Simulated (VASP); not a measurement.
Write the native input for VASP 6.6.1 that does the following.

```
Task                   : single point
Functional             : LDA
Potentials or basis    : VASP PAW LDA potentials, release 64 (Li_sv, Zn)
Cutoff                 : 520 eV
k mesh                 : 9 × 9 × 9
Occupations            : fermi-dirac, width 0.08 eV
Spin                   : no spin polarisation
Dipole correction      : no
Further INCAR settings : ALGO = Normal; EDIFF = 1e-06; NBANDS = 23
```

The structure of LiZn lies in POSCAR:

```
LiZn
1.0
    0.0000000000      3.1110000000      3.0487800000
    3.1110000000      0.0000000000      3.0487800000
    3.1110000000      3.1110000000      0.0000000000
Li Zn
2 2
Direct
    0.5000000000      0.5000000000      0.5000000000
    0.7500000000      0.7500000000      0.7500000000
    0.0000000000      0.0000000000      0.0000000000
    0.2500000000      0.2500000000      0.2500000000
```

This cell differs from its parent crystal: zz strain of -2 %.

One way to write it, as run:

INCAR

```
SYSTEM = LiZn
PREC = Accurate
ENCUT = 520
EDIFF = 1E-6
ISMEAR = -1
SIGMA = 0.08
LREAL = .False.
LASPH = .True.
NELM = 80
ALGO = Normal
ISIF = 2
LWAVE = .False.
LCHARG = .False.
GGA = CA
NBANDS = 23
```

KPOINTS

```
regular mesh
0
Gamma
  9 9 9
  0 0 0
```

Potentials or basis: VASP PAW LDA potentials, release 64 (Li_sv, Zn).

Command:

```console
$ cat potpaw_LDA.64/Li_sv/POTCAR potpaw_LDA.64/Zn/POTCAR > POTCAR
$ mpirun -np 1 vasp_std > vasp.out
```

It gave:

The band gap on the k mesh is zero (band 15 reaches 5.39 eV, above the bottom of band 16 at 0.82 eV).

Caveat: the cell differs from its parent crystal (zz strain of -2 %).

It took 54 s on 1 thread of AMD EPYC 9R45 96-Core Processor (Zen 5) (shared host), peak memory 0.18 GiB.
